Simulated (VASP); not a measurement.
# CuSe (P4/nmm) in VASP: notebook

Runs on CuSe. Level: LDA. Tasks: single point.

Everything below comes from runs of VASP 6.6.1. Logs are shortened: lines on timing, memory, paths and dates and some standing lists are left out, and cuts for length are marked.

### 1 The cell of the first run

Symmetry: P4/nmm, No. 129, tetragonal system. The conventional cell has a = 3.775 Å, b = 3.775 Å, c = 5.438 Å, α = 90.00°, β = 90.00°, γ = 90.00°. Cu (site symmetry -4m2) has 4 Se at 2.41 Å and 4 Cu at 2.67 Å within 3.2 Å. Within 3.2 Å of Se (site symmetry 4mm) lie 4 Cu at 2.41 Å.

### 2 Single point, LDA

INCAR reads:

```
SYSTEM = CuSe
  ALGO = Normal
  EDIFF = 1E-6
  ENCUT = 600
  GGA = CA
  GGA_COMPAT = .FALSE.
  ISIF = 2
  ISMEAR = -1
  LASPH = .TRUE.
  LCHARG = .FALSE.
  LREAL = .FALSE.
  LWAVE = .FALSE.
  NBANDS = 25
  NELM = 120
  PREC = Accurate
  SIGMA = 0.05
```

KPOINTS reads:

```
k-points
0
G
  4 4 3
  0 0 0
```

POSCAR reads:

```
CuSe
1.0
    3.7745800000      0.0000000000      0.0000000000
    0.0000000000      3.7745800000      0.0000000000
    0.0000000000      0.0000000000      5.4383430000
Cu Se
2 2
Direct
    0.0000000000      0.0000000000      0.0000000000
    0.5000000000      0.5000000000      0.0000000000
    0.5000000000      0.0000000000      0.7229960000
    0.0000000000      0.5000000000      0.2770040000
```

Potentials or basis: VASP PAW LDA potentials, release 64 (Cu, Se).

The run is started by

```bash
$ cat potpaw_LDA.64/Cu/POTCAR potpaw_LDA.64/Se/POTCAR > POTCAR
$ mpirun -np 1 vasp_std > vasp.out
```

OUTCAR:

```text
SYSTEM = CuSe
   EDIFF = 1E-6
   ENCUT = 600
   GGA = CA
   ISIF = 2
   ISMEAR = -1
   LASPH = .TRUE.
   LREAL = .FALSE.
   NELM = 120
   PREC = Accurate

 ion  position               nearest neighbor table
   1  0.000  0.000  0.000-   3 2.41   4 2.41   4 2.41   3 2.41   2 2.67   2 2.67   2 2.67   2 2.67

   2  0.500  0.500  0.000-   3 2.41   4 2.41   3 2.41   4 2.41   1 2.67   1 2.67   1 2.67   1 2.67

   3  0.500  0.000  0.723-   1 2.41   2 2.41   2 2.41   1 2.41
   4  0.000  0.500  0.277-   1 2.41   2 2.41   1 2.41   2 2.41

  LATTYP: Found a simple tetragonal cell.
 ALAT       =     3.7745800000
 C/A-ratio  =     1.4407809611

  Lattice vectors:

 A1 = (   3.7745800000,   0.0000000000,   0.0000000000)
 A2 = (   0.0000000000,   3.7745800000,   0.0000000000)
 A3 = (   0.0000000000,   0.0000000000,   5.4383430000)

Analysis of symmetry for initial positions (statically):
=====================================================================
 Subroutine PRICEL returns:
 Original cell was already a primitive cell.

 Routine SETGRP: Setting up the symmetry group for a
 simple tetragonal supercell.

 Subroutine GETGRP returns: Found 16 space group operations
 (whereof  8 operations were pure point group operations)
 out of a pool of 16 trial point group operations.

The static configuration has the point symmetry D_2d.
 The point group associated with its full space group is D_4h.

Analysis of symmetry for dynamics (positions and initial velocities):
=====================================================================
 Subroutine PRICEL returns:
 Original cell was already a primitive cell.

 Routine SETGRP: Setting up the symmetry group for a
 simple tetragonal supercell.

 Subroutine GETGRP returns: Found 16 space group operations
 (whereof  8 operations were pure point group operations)
 out of a pool of 16 trial point group operations.

The dynamic configuration has the point symmetry D_2d.
 The point group associated with its full space group is D_4h.

 Subroutine INISYM returns: Found 16 space group operations
 (whereof  8 operations are pure point group operations),
 and found     1 'primitive' translations

----------------------------------------------------------------------------------------

                                     Primitive cell

  volume of cell :      77.4825

  direct lattice vectors                    reciprocal lattice vectors
     3.774580000  0.000000000  0.000000000     0.264930138  0.000000000  0.000000000
     0.000000000  3.774580000  0.000000000     0.000000000  0.264930138  0.000000000
     0.000000000  0.000000000  5.438343000     0.000000000  0.000000000  0.183879538

  length of vectors
     3.774580000  3.774580000  5.438343000     0.264930138  0.264930138  0.183879538

  position of ions in fractional coordinates (direct lattice)
     0.000000000  0.000000000  0.000000000
     0.500000000  0.500000000  0.000000000
     0.500000000  0.000000000  0.722996000
     0.000000000  0.500000000  0.277004000

  ion indices of the primitive-cell ions
   primitive index   ion index
                 1           1
                 2           2
                 3           3
                 4           4

----------------------------------------------------------------------------------------

 KPOINTS: k-points

Automatic generation of k-mesh.
 Grid dimensions read from file:
 generate k-points for:    4    4    3

 Generating k-lattice:

  Cartesian coordinates                     Fractional coordinates (reciprocal lattice)
     0.066232534  0.000000000  0.000000000     0.250000000  0.000000000  0.000000000
     0.000000000  0.066232534  0.000000000     0.000000000  0.250000000  0.000000000
     0.000000000  0.000000000  0.061293179     0.000000000  0.000000000  0.333333333

  Length of vectors
     0.066232534  0.066232534  0.061293179

  Shift w.r.t. Gamma in fractional coordinates (k-lattice)
     0.000000000  0.000000000  0.000000000

 Subroutine IBZKPT returns following result:
 ===========================================

 Found     12 irreducible k-points:

 Following reciprocal coordinates:
            Coordinates               Weight
  0.000000  0.000000  0.000000      1.000000
  0.250000  0.000000  0.000000      4.000000
  0.500000  0.000000  0.000000      2.000000
  0.250000  0.250000  0.000000      4.000000
  0.500000  0.250000  0.000000      4.000000
  0.500000  0.500000  0.000000      1.000000
  0.000000  0.000000  0.333333      2.000000
  0.250000  0.000000  0.333333      8.000000
  0.500000  0.000000  0.333333      4.000000
  0.250000  0.250000  0.333333      8.000000
  0.500000  0.250000  0.333333      8.000000
  0.500000  0.500000  0.333333      2.000000
   k-points           NKPTS =     12   k-points in BZ     NKDIM =     12   number of bands    NBANDS=     25
   number of dos      NEDOS =    301   number of ions     NIONS =      4
   total plane-waves  NPLWV =  43200
   dimension x,y,z NGX =    30 NGY =   30 NGZ =   48
   dimension x,y,z NGXF=    60 NGYF=   60 NGZF=   96
   ions per type =               2   2
   NGX,Y,Z   is equivalent  to a cutoff of  13.21, 13.21, 14.67 a.u.
   NGXF,Y,Z  is equivalent  to a cutoff of  26.43, 26.43, 29.35 a.u.
 SYSTEM =  CuSe
   PREC   = accura    normal or accurate (medium, high low for compatibility)
   ISTART =      0    job   : 0-new  1-cont  2-samecut
   ICHARG =      2    charge: 1-file 2-atom 10-const
   ISPIN  =      1    spin polarized calculation?
   LNONCOLLINEAR =      F non collinear calculations
   LSORBIT =      F    spin-orbit coupling
   LASPH  =      T    aspherical Exc in radial PAW
   ENCUT  =  600.0 eV  44.10 Ry    6.64 a.u.   7.54  7.54 10.86*2*pi/ulx,y,z
   NELM   =    120;   NELMIN=  2; NELMDL= -5     # of ELM steps
   EDIFF  = 0.1E-05   stopping-criterion for ELM
   LREAL  =      F    real-space projection
   EDIFFG = 0.1E-04   stopping-criterion for IOM
   NSW    =      0    number of steps for IOM
   IBRION =     -1    ionic relax: 0-MD 1-quasi-New 2-CG
   NFREE  =      0    steps in history (QN), initial steepest desc. (CG)
   ISIF   =      2    stress and relaxation
   ISYM   =      2    0-nonsym 1-usesym 2-fastsym
   POTIM  = 0.5000    time-step for ionic-motion
   TEBEG  =    0.0;   TEEND  =   0.0 temperature during run
   PSTRESS=    0.0 pullay stress
   NELECT =      34.0000    total number of electrons
   NUPDOWN=      -1.0000    fix difference up-down
   EMIN   =  10.00;   EMAX   =-10.00  energy-range for DOS
   EFERMI =   0.00;   METHOD = LEGACY
   ISMEAR =    -1;   SIGMA  =   0.05  broadening in eV -4-tet -1-fermi 0-gaus
   EFERMI_NEDOS =   21; number of points for ismear=-14 and -15
   IALGO  =     38    algorithm
   IMIX   =      4    mixing-type and parameters
     AMIX     =   0.40;   BMIX     =  1.00
     AMIX_MAG =   1.60;   BMIX_MAG =  1.00
  volume/ion in A,a.u.               =      19.37       130.72
  Fermi-wavevector in a.u.,A,eV,Ry     =   1.244037  2.350888 21.056747  1.547627
  Thomas-Fermi vector in A             =   2.378321
   LORBIT       =      0    0 simple, 1 ext, 2 COOP (PROOUT), +10 PAW based schemes
   GGA     = CA    functional components
   LHFCALC =     F    Hartree Fock is set to
   AEXX    =    0.0000 exact exchange contribution
   IVDW    =     0    specifies the selected vdW correction
   LEPSILON=     F    determine dielectric tensor
   LRPA    =     F    only Hartree local field effects (RPA)
 non-spin polarized calculation
  energy-cutoff  :      600.00
  volume of cell :       77.48
 maximum number of plane-waves:      2614
   NGX = 15   NGY = 15   NGZ = 21

 number of electron      34.0000001 magnetization

 Free energy of the ion-electron system (eV)
  ---------------------------------------------------
  ext. energy  EPLUGINS =         0.00000000
  ---------------------------------------------------
  free energy    TOTEN  =       -18.06818112 eV

  energy without entropy =      -18.05999098  energy(sigma->0) =      -18.06408605

 E-fermi :   3.7930     XC(G=0): -10.4286

 val. band max:        3.6906830799   @ k =   0.2500   0.0000   0.0000
 cond. band min:       4.0835478963   @ k =   0.5000   0.0000   0.0000
 fundamental gap:      0.3928648164
 Fermi energy:         3.7929962011

 k-point     1 :       0.0000    0.0000    0.0000
  band No.  band energies     occupation
      1     -10.1382      2.00000
      2      -8.7566      2.00000
      3      -1.8884      2.00000
      4      -0.2304      2.00000
      5      -0.1901      2.00000
      6      -0.1901      2.00000
[... 17 lines left out ...]
     24      10.8437      0.00000
     25      15.5991      0.00000

 k-point     2 :       0.2500    0.0000    0.0000
  band No.  band energies     occupation
      1      -9.8053      2.00000
      2      -8.7720      2.00000
      3      -1.3696      2.00000
      4      -0.5560      2.00000
      5      -0.1483      2.00000
      6      -0.1294      2.00000
[... 17 lines left out ...]
     24      11.6334      0.00000
     25      13.8899      0.00000

 k-point     3 :       0.5000    0.0000    0.0000
  band No.  band energies     occupation
      1      -9.1211      2.00000
      2      -9.1211      2.00000
      3      -1.0079      2.00000
      4      -1.0079      2.00000
      5      -0.1985      2.00000
      6      -0.1985      2.00000
[... 17 lines left out ...]
     24      12.4198      0.00000
     25      12.6950      0.00000

 k-point     4 :       0.2500    0.2500    0.0000
  band No.  band energies     occupation
      1      -9.5056      2.00000
      2      -8.7312      2.00000
      3      -1.0778      2.00000
      4      -0.8156      2.00000
      5      -0.7264      2.00000
      6       0.1575      2.00000
[... 17 lines left out ...]
     24      12.0986      0.00000
     25      13.2683      0.00000
[... 141 lines left out ...]
 k-point    10 :       0.2500    0.2500    0.3333
  band No.  band energies     occupation
      1      -9.3256      2.00000
      2      -8.9238      2.00000
      3      -1.3421      2.00000
      4      -0.7681      2.00000
      5      -0.4840      2.00000
      6      -0.0127      2.00000
[... 17 lines left out ...]
     24      12.4329      0.00000
     25      13.2186      0.00000

 k-point    11 :       0.5000    0.2500    0.3333
  band No.  band energies     occupation
      1      -8.9190      2.00000
      2      -8.9190      2.00000
      3      -1.4266      2.00000
      4      -1.4266      2.00000
      5      -0.0877      2.00000
      6      -0.0877      2.00000
[... 17 lines left out ...]
     24      12.8600      0.00000
     25      13.3404      0.00000

 k-point    12 :       0.5000    0.5000    0.3333
  band No.  band energies     occupation
      1      -8.7219      2.00000
      2      -8.7219      2.00000
      3      -1.5119      2.00000
      4      -1.5119      2.00000
      5       0.1269      2.00000
      6       0.1269      2.00000
[... 17 lines left out ...]
     24      13.3793      0.00000
     25      13.4903      0.00000

------------------------ aborting loop because EDIFF is reached ----------------------------------------

  FORCE on cell =-STRESS in cart. coord.  units (eV):
  Direction    XX          YY          ZZ          XY          YZ          ZX
  --------------------------------------------------------------------------------------
  -------------------------------------------------------------------------------------
  Total       -2.7646546     -2.7646546     -1.4099651      0.0000000      0.0000000      0.0000000
  in kB      -57.1672886    -57.1672886    -29.1551373      0.0000000      0.0000000      0.0000000
  external PRESSURE =     -47.8299049 kB  Pullay stress =       0.0000000 kB

 VOLUME and BASIS-vectors are now :
 -----------------------------------------------------------------------------
  energy-cutoff  :      600.00
  volume of cell :       77.48
      direct lattice vectors                 reciprocal lattice vectors
     3.774580000  0.000000000  0.000000000     0.264930138  0.000000000  0.000000000
     0.000000000  3.774580000  0.000000000     0.000000000  0.264930138  0.000000000
     0.000000000  0.000000000  5.438343000     0.000000000  0.000000000  0.183879538

 POSITION                                       TOTAL-FORCE (eV/Angst)
 -----------------------------------------------------------------------------------
      0.00000      0.00000      0.00000         0.000000      0.000000      0.000000
      1.88729      1.88729      0.00000        -0.000000     -0.000000      0.000000
      1.88729      0.00000      3.93190         0.000000      0.000000      0.316961
      0.00000      1.88729      1.50644         0.000000      0.000000     -0.316961
 -----------------------------------------------------------------------------------
    total drift:                                0.000000      0.000000      0.000000

  FREE ENERGIE OF THE ION-ELECTRON SYSTEM (eV)
  ---------------------------------------------------
  free  energy   TOTEN  =       -18.0681811200 eV

  energy  without entropy=      -18.0599909757  energy(sigma->0) =      -18.06408605
```

Run time: 27 s. Hardware: 1 thread of Intel Xeon Platinum 8375C at 2.90GHz (Ice Lake), shared host; peak memory 0.17 GiB.

Results:

| Property | Result |
| --- | --- |
| Free energy | -18.0682 eV |
| Pressure | -4.8 GPa |
| Largest force | 0.317 eV/Å |
| Band gap on the k mesh | zero (band 17 reaches 5.04 eV, above the bottom of band 18 at 2.46 eV) |

Forces in eV/Å, atoms in the order of the input:
```
Cu   0.000  0.000  0.000
Cu   0.000  0.000  0.000
Se   0.000  0.000  0.317
Se   0.000  0.000 -0.317
```

Stress tensor (GPa, compression positive):
```
-5.72  0.00  0.00
 0.00 -5.72  0.00
 0.00  0.00 -2.92
```

Caveat: the k points lie up to 0.42 Å⁻¹ apart.

### 3 Single point, LDA

INCAR reads:

```
PREC = Accurate
ENCUT = 600
EDIFF = 1E-6
ISMEAR = -1
SIGMA = 0.05
LREAL = F
LASPH = T
NELM = 120
ALGO = Normal
ISIF = 2
LWAVE = F
LCHARG = F
NBANDS = 25
GGA_COMPAT = F
```

KPOINTS reads:

```
Automatic mesh
0
Gamma
  4 4 3
```

POSCAR is that of step 2.

Potentials or basis: VASP PAW LDA potentials, release 64 (Cu, Se).

The run is started by

```bash
$ cat potpaw_LDA.64/Cu/POTCAR potpaw_LDA.64/Se/POTCAR > POTCAR
$ mpirun -np 1 vasp_std > vasp.out
```

It took 32 s on 1 thread of Intel Xeon Platinum 8375C at 2.90GHz (Ice Lake), shared host; peak memory 0.17 GiB.

It converged, with:

```yaml
Free_energy: -18.0682 eV
Pressure: -4.8 GPa
Largest_force: 0.317 eV/Å
Band_gap_on_the_k_mesh: zero (band 17 reaches 5.04 eV, above the bottom of band 18 at 2.46 eV)
```

Forces in eV/Å, atoms in the order of the input:
```
Cu   0.000  0.000  0.000
Cu   0.000  0.000  0.000
Se   0.000  0.000  0.317
Se   0.000  0.000 -0.317
```

Stress tensor (GPa, compression positive):
```
-5.72  0.00  0.00
 0.00 -5.72  0.00
 0.00  0.00 -2.92
```

Levels at points of the mesh, in eV from the Fermi level:
```csv
k point,band 14,band 15,band 16,band 17,band 18,band 19,band 20,band 21
"(0.00, 0.00, 0.00)",-1.47,-1.47,0.37,1.25,1.25,2.69,4.31,4.44
"(0.50, 0.00, 0.00)",-2.52,-0.98,-0.98,0.29,0.29,5.58,5.58,6.41
"(0.50, 0.50, 0.00)",-2.01,-1.64,-1.64,-1.34,-1.34,3.65,3.65,4.19
```

Caveat: the k points lie up to 0.42 Å⁻¹ apart.
